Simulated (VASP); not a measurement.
# ZnS (P6_3mc) in VASP: electric field gradients with PBE

Aim: the electric field gradients of ZnS with PBE.

Everything below comes from runs of VASP 6.6.1. Logs are shortened: lines on timing, memory, paths and dates and some standing lists are left out, and cuts for length are marked.

### Step 1. The cell of the first run

Symmetry: P6_3mc, No. 186, hexagonal system. The conventional cell has a = 3.823 Å, b = 3.823 Å, c = 12.520 Å, α = 90.00°, β = 90.00°, γ = 120.00°. Zn (site symmetry 3m) has 4 S at 2.34 to 2.35 Å within 3.1 Å. Zn (site symmetry 3m) has 4 S at 2.34 to 2.35 Å within 3.1 Å. Within 3.1 Å of S (site symmetry 3m) lie 4 Zn at 2.34 to 2.35 Å. Within 3.1 Å of S (site symmetry 3m) lie 4 Zn at 2.34 to 2.35 Å.

### Step 2. Electric field gradients, PBE

The input, INCAR:

```
ALGO = Normal
EDIFF = 1E-8
ENCUT = 520
GGA = PE
ISIF = 2
ISMEAR = 0
LASPH = True
LCHARG = False
LEFG = True
LREAL = Auto
LWAVE = False
NBANDS = 126
NELM = 100
PREC = Accurate
SIGMA = 0.01
```

The input, KPOINTS:

```
k-points
0
Gamma
  4 4 2
```

The input, POSCAR:

```
ZnS
1.0
    5.7340500000      3.3105553110      0.0000000000
   -5.7340500000      3.3105553110      0.0000000000
    0.0000000000      0.0000000000     12.5200000000
Zn S
12 12
Direct
    0.0000000000      0.0000000000      0.0000367430
    0.3333333333      0.6666666667      0.0000367430
    0.6666666667      0.3333333333      0.0000367430
    0.0000000000      0.0000000000      0.5000367430
    0.3333333333      0.6666666667      0.5000367430
    0.6666666667      0.3333333333      0.5000367430
    0.3333333333      0.3333333333      0.2500350258
    0.6666666667      0.0000000000      0.2500350258
    0.0000000000      0.6666666667      0.2500350258
    0.3333333333      0.0000000000      0.7500350258
    0.6666666667      0.6666666667      0.7500350258
    0.0000000000      0.3333333333      0.7500350258
    0.0000000000      0.0000000000      0.1873400115
    0.3333333333      0.6666666667      0.1873400115
    0.6666666667      0.3333333333      0.1873400115
    0.0000000000      0.0000000000      0.6873400115
    0.3333333333      0.6666666667      0.6873400115
    0.6666666667      0.3333333333      0.6873400115
    0.3333333333      0.3333333333      0.4375882198
    0.6666666667      0.0000000000      0.4375882198
    0.0000000000      0.6666666667      0.4375882198
    0.3333333333      0.0000000000      0.9375882198
    0.6666666667      0.6666666667      0.9375882198
    0.0000000000      0.3333333333      0.9375882198
```

Potentials or basis: VASP PAW PBE potentials, release 64 (Zn, S).

On the command line:

```sh
> cat potpaw_PBE.64/Zn/POTCAR potpaw_PBE.64/S/POTCAR > POTCAR
> mpirun -np 1 vasp_std > vasp.out
```

OUTCAR:

```text
EDIFF = 1E-8
   ENCUT = 520
   GGA = PE
   ISIF = 2
   ISMEAR = 0
   LASPH = True
   LREAL = Auto
   NELM = 100
   PREC = Accurate

 ion  position               nearest neighbor table
   1  0.000  0.000  0.000-  23 2.34  22 2.34  24 2.34  13 2.35
   2  0.333  0.667  0.000-  22 2.34  24 2.34  23 2.34  14 2.35
   3  0.667  0.333  0.000-  24 2.34  22 2.34  23 2.34  15 2.35
   4  0.000  0.000  0.500-  19 2.34  20 2.34  21 2.34  16 2.35
   5  0.333  0.667  0.500-  21 2.34  20 2.34  19 2.34  17 2.35
   6  0.667  0.333  0.500-  20 2.34  21 2.34  19 2.34  18 2.35
[... 25 lines left out ...]
 A1 = (   5.7340500000,   3.3105553110,   0.0000000000)
 A2 = (  -5.7340500000,   3.3105553110,   0.0000000000)
 A3 = (   0.0000000000,   0.0000000000,  12.5200000000)

Analysis of symmetry for initial positions (statically):
=====================================================================
 Subroutine PRICEL returns following result:

  LATTYP: Found a hexagonal cell.
 ALAT       =     3.8226999996
 C/A-ratio  =     3.2751719992

  Lattice vectors:

 A1 = (  -1.9113499992,  -3.3105553110,   0.0000000000)
 A2 = (   3.8226999996,   0.0000000000,   0.0000000000)
 A3 = (   0.0000000000,   0.0000000000,  12.5200000000)

   3 primitive cells build up your supercell.

 Routine SETGRP: Setting up the symmetry group for a
 hexagonal supercell.

 Subroutine GETGRP returns: Found 12 space group operations
 (whereof  6 operations were pure point group operations)
 out of a pool of 24 trial point group operations.

The static configuration has the point symmetry C_3v.
 The point group associated with its full space group is C_6v.

Analysis of symmetry for dynamics (positions and initial velocities):
=====================================================================
 Subroutine PRICEL returns following result:

  LATTYP: Found a hexagonal cell.
 ALAT       =     3.8226999996
 C/A-ratio  =     3.2751719992

  Lattice vectors:

 A1 = (  -1.9113499992,  -3.3105553110,   0.0000000000)
 A2 = (   3.8226999996,   0.0000000000,   0.0000000000)
 A3 = (   0.0000000000,   0.0000000000,  12.5200000000)

   3 primitive cells build up your supercell.

 Routine SETGRP: Setting up the symmetry group for a
 hexagonal supercell.

 Subroutine GETGRP returns: Found 12 space group operations
 (whereof  6 operations were pure point group operations)
 out of a pool of 24 trial point group operations.

The dynamic configuration has the point symmetry C_3v.
 The point group associated with its full space group is C_6v.

 Subroutine INISYM returns: Found 12 space group operations
 (whereof  6 operations are pure point group operations),
 and found     3 'primitive' translations

----------------------------------------------------------------------------------------

                                     Primitive cell

  volume of cell :     158.4439

  direct lattice vectors                    reciprocal lattice vectors
    -1.911349999 -3.310555311  0.000000000     0.000000000 -0.302064127  0.000000000
     3.822700000  0.000000000  0.000000000     0.261595208 -0.151032063  0.000000000
     0.000000000  0.000000000 12.520000000     0.000000000  0.000000000  0.079872204

  length of vectors
     3.822700000  3.822700000 12.520000000     0.302064127  0.302064127  0.079872204

  position of ions in fractional coordinates (direct lattice)
     0.000000000  0.000000000  0.000036743
     0.000000000  0.000000000  0.500036743
     0.333333333  0.666666667  0.250035026
     0.666666667  0.333333333  0.750035026
     0.000000000  0.000000000  0.187340011
     0.000000000  0.000000000  0.687340011
[... 67 lines left out ...]
   NELM   =    100;   NELMIN=  2; NELMDL= -5     # of ELM steps
   EDIFF  = 0.1E-07   stopping-criterion for ELM
   LREAL  =      T    real-space projection
   EDIFFG = 0.1E-06   stopping-criterion for IOM
   NSW    =      0    number of steps for IOM
   IBRION =     -1    ionic relax: 0-MD 1-quasi-New 2-CG
   NFREE  =      0    steps in history (QN), initial steepest desc. (CG)
   ISIF   =      2    stress and relaxation
   ISYM   =      2    0-nonsym 1-usesym 2-fastsym
   POTIM  = 0.5000    time-step for ionic-motion
   TEBEG  =    0.0;   TEEND  =   0.0 temperature during run
   PSTRESS=    0.0 pullay stress
   NELECT =     216.0000    total number of electrons
   NUPDOWN=      -1.0000    fix difference up-down
   EMIN   =  10.00;   EMAX   =-10.00  energy-range for DOS
   EFERMI =   0.00;   METHOD = LEGACY
   ISMEAR =     0;   SIGMA  =   0.01  broadening in eV -4-tet -1-fermi 0-gaus
   EFERMI_NEDOS =   21; number of points for ismear=-14 and -15
   IALGO  =     38    algorithm
   IMIX   =      4    mixing-type and parameters
     AMIX     =   0.40;   BMIX     =  1.00
     AMIX_MAG =   1.60;   BMIX_MAG =  1.00
  volume/ion in A,a.u.               =      19.81       133.65
  Fermi-wavevector in a.u.,A,eV,Ry     =   1.258618  2.378443 21.553244  1.584119
  Thomas-Fermi vector in A             =   2.392218
   LORBIT       =      0    0 simple, 1 ext, 2 COOP (PROOUT), +10 PAW based schemes
   GGA     = PE    functional components
   LHFCALC =     F    Hartree Fock is set to
   AEXX    =    0.0000 exact exchange contribution
   IVDW    =     0    specifies the selected vdW correction
   LEPSILON=     F    determine dielectric tensor
   LRPA    =     F    only Hartree local field effects (RPA)
 non-spin polarized calculation
 Gauss-broadening in eV      SIGMA  =   0.01
  energy-cutoff  :      520.00
  volume of cell :      475.33
 maximum number of plane-waves:     12850
 NGX is ok and might be reduce to    50
   NGX = 25   NGY = 25   NGZ = 47

 number of electron     215.9999946 magnetization

 Free energy of the ion-electron system (eV)
  ---------------------------------------------------
  ext. energy  EPLUGINS =         0.00000000
  ---------------------------------------------------
  free energy    TOTEN  =       -82.15841174 eV

  energy without entropy =      -82.15841174  energy(sigma->0) =      -82.15841174

 E-fermi :   2.1382     XC(G=0):  -9.6082

 val. band max:        2.0792883814   @ k =   0.0000   0.0000   0.0000
 cond. band min:       4.2110679371   @ k =   0.0000   0.0000   0.0000
 fundamental gap:      2.1317795556
 Fermi energy:         2.1382039777

 k-point     1 :       0.0000    0.0000    0.0000
  band No.  band energies     occupation
      1     -11.0469      2.00000
      2     -10.6316      2.00000
      3     -10.6230      2.00000
      4     -10.1270      2.00000
      5      -9.9047      2.00000
      6      -9.9047      2.00000
[... 973 lines left out ...]
    119       6.5067      0.00000
    120       6.5067      0.00000
 [bands above 120 left out]

------------------------ aborting loop because EDIFF is reached ----------------------------------------

  FORCE on cell =-STRESS in cart. coord.  units (eV):
  Direction    XX          YY          ZZ          XY          YZ          ZX
  --------------------------------------------------------------------------------------
  -------------------------------------------------------------------------------------
  Total        4.4947018      4.4947018      4.1722505     -0.0000000      0.0000000      0.0000000
  in kB       15.1500763     15.1500763     14.0632049     -0.0000000      0.0000000      0.0000000
  external PRESSURE =      14.7877858 kB  Pullay stress =       0.0000000 kB

 VOLUME and BASIS-vectors are now :
 -----------------------------------------------------------------------------
  energy-cutoff  :      520.00
  volume of cell :      475.33
      direct lattice vectors                 reciprocal lattice vectors
     5.734050000  3.310555311  0.000000000     0.087198403  0.151032064  0.000000000
    -5.734050000  3.310555311  0.000000000    -0.087198403  0.151032064  0.000000000
     0.000000000  0.000000000 12.520000000     0.000000000  0.000000000  0.079872204

 POSITION                                       TOTAL-FORCE (eV/Angst)
 -----------------------------------------------------------------------------------
      0.00000      0.00000      0.00046        -0.000000      0.000000      0.014966
     -1.91135      3.31056      0.00046        -0.000000      0.000000      0.014966
      1.91135      3.31056      0.00046        -0.000000      0.000000      0.014966
      0.00000      0.00000      6.26046        -0.000000      0.000000      0.014966
     -1.91135      3.31056      6.26046        -0.000000      0.000000      0.014966
      1.91135      3.31056      6.26046        -0.000000      0.000000      0.014966
[... 16 lines left out ...]
      0.00000      4.41407     11.73860        -0.000000      0.000000     -0.002308
     -1.91135      1.10352     11.73860        -0.000000      0.000000     -0.002308
 -----------------------------------------------------------------------------------
    total drift:                               -0.000000     -0.000016      0.000494

  FREE ENERGIE OF THE ION-ELECTRON SYSTEM (eV)
  ---------------------------------------------------
  free  energy   TOTEN  =       -82.1584117430 eV

  energy  without entropy=      -82.1584117430  energy(sigma->0) =      -82.15841174

 Electric field gradients (V/A^2)
---------------------------------------------------------------------
 ion       V_xx      V_yy      V_zz      V_xy      V_xz      V_yz
---------------------------------------------------------------------
   1      -0.768    -0.785     1.553     0.000     0.000    -0.000
   2      -0.775    -0.771     1.546    -0.000     0.000    -0.000
   3      -0.775    -0.771     1.546     0.000    -0.000    -0.000
   4      -0.768    -0.785     1.553    -0.000    -0.000     0.000
   5      -0.775    -0.771     1.546     0.000     0.000     0.000
   6      -0.775    -0.771     1.546    -0.000    -0.000     0.000
[... 16 lines left out ...]
  23      -0.927    -0.927     1.854     0.000    -0.000    -0.000
  24      -0.927    -0.926     1.853     0.000     0.000    -0.000
---------------------------------------------------------------------

 Electric field gradients after diagonalization (V/A^2)
 (convention: |V_zz| > |V_xx| > |V_yy|)
----------------------------------------------------------------------
 ion       V_xx      V_yy      V_zz     asymmetry (V_yy - V_xx)/ V_zz
----------------------------------------------------------------------
   1      -0.785    -0.768     1.553       0.011
   2      -0.775    -0.771     1.546       0.002
   3      -0.775    -0.771     1.546       0.002
   4      -0.785    -0.768     1.553       0.011
   5      -0.775    -0.771     1.546       0.002
   6      -0.775    -0.771     1.546       0.002
[... 16 lines left out ...]
  23      -0.927    -0.927     1.854       0.000
  24      -0.927    -0.926     1.853       0.001
----------------------------------------------------------------------

           NMR quadrupolar parameters

 Cq : quadrupolar parameter    Cq=e*Q*V_zz/h
 eta: asymmetry parameters     (V_yy - V_xx)/ V_zz
 Q  : nuclear electric quadrupole moment in mb (millibarn)
----------------------------------------------------------------------
 ion       Cq(MHz)       eta       Q (mb)
----------------------------------------------------------------------
   1       0.004       0.011       1.000
   2       0.004       0.002       1.000
   3       0.004       0.002       1.000
   4       0.004       0.011       1.000
   5       0.004       0.002       1.000
   6       0.004       0.002       1.000
[... 16 lines left out ...]
  23       0.004       0.000       1.000
  24       0.004       0.001       1.000
----------------------------------------------------------------------
```

It took 26 min on 1 thread of Intel Xeon Platinum 8259CL at 2.50GHz (Skylake/Cascade Lake), shared host; peak memory 0.7 GiB.

Results:

* Free energy: -82.1584 eV
* Pressure: 1.5 GPa
* Largest force: 0.019 eV/Å
* Band gap on the k mesh: 2.13 eV
* Largest electric field gradient by atom: Zn +1.6, +1.5, +0.0 (each value once); S +1.1, +1.9 (each value once) V/Å²

Forces on the atoms (eV/Å):
```
Zn   0.000  0.000  0.015
Zn   0.000  0.000  0.015
Zn   0.000  0.000  0.015
Zn   0.000  0.000  0.015
Zn   0.000  0.000  0.015
Zn   0.000  0.000  0.015
Zn   0.000  0.000  0.006
Zn   0.000  0.000  0.006
Zn   0.000  0.000  0.006
Zn   0.000  0.000  0.006
Zn   0.000  0.000  0.006
Zn   0.000  0.000  0.006
S    0.000  0.000 -0.019
S    0.000  0.000 -0.019
S    0.000  0.000 -0.019
S    0.000  0.000 -0.019
S    0.000  0.000 -0.019
S    0.000  0.000 -0.019
S    0.000  0.000 -0.002
S    0.000  0.000 -0.002
S    0.000  0.000 -0.002
S    0.000  0.000 -0.002
S    0.000  0.000 -0.002
S    0.000  0.000 -0.002
```

Electric field gradients, principal values (V/Å²):
| atom | least | middle | greatest (by size) |
| --- | --- | --- | --- |
| 1 Zn | -0.768 | -0.785 | 1.553 |
| 2 Zn | -0.771 | -0.775 | 1.546 |
| 3 Zn | -0.771 | -0.775 | 1.546 |
| 4 Zn | -0.768 | -0.785 | 1.553 |
| 5 Zn | -0.771 | -0.775 | 1.546 |
| 6 Zn | -0.771 | -0.775 | 1.546 |
| 7 Zn | -0.017 | -0.021 | 0.038 |
| 8 Zn | -0.017 | -0.025 | 0.042 |
| 9 Zn | -0.017 | -0.025 | 0.042 |
| 10 Zn | -0.017 | -0.025 | 0.042 |
| 11 Zn | -0.017 | -0.021 | 0.038 |
| 12 Zn | -0.017 | -0.025 | 0.042 |
| 13 S | -0.550 | -0.552 | 1.102 |
| 14 S | -0.551 | -0.552 | 1.103 |
| 15 S | -0.551 | -0.552 | 1.103 |
| 16 S | -0.550 | -0.552 | 1.102 |
| 17 S | -0.551 | -0.552 | 1.103 |
| 18 S | -0.551 | -0.552 | 1.103 |
| 19 S | -0.927 | -0.927 | 1.854 |
| 20 S | -0.926 | -0.927 | 1.853 |
| 21 S | -0.926 | -0.927 | 1.853 |
| 22 S | -0.926 | -0.927 | 1.853 |
| 23 S | -0.927 | -0.927 | 1.854 |
| 24 S | -0.926 | -0.927 | 1.853 |

Caveat: without QUAD_EFG the Cq values of the log hold for a quadrupole moment of 1 mb, not for the nuclei.
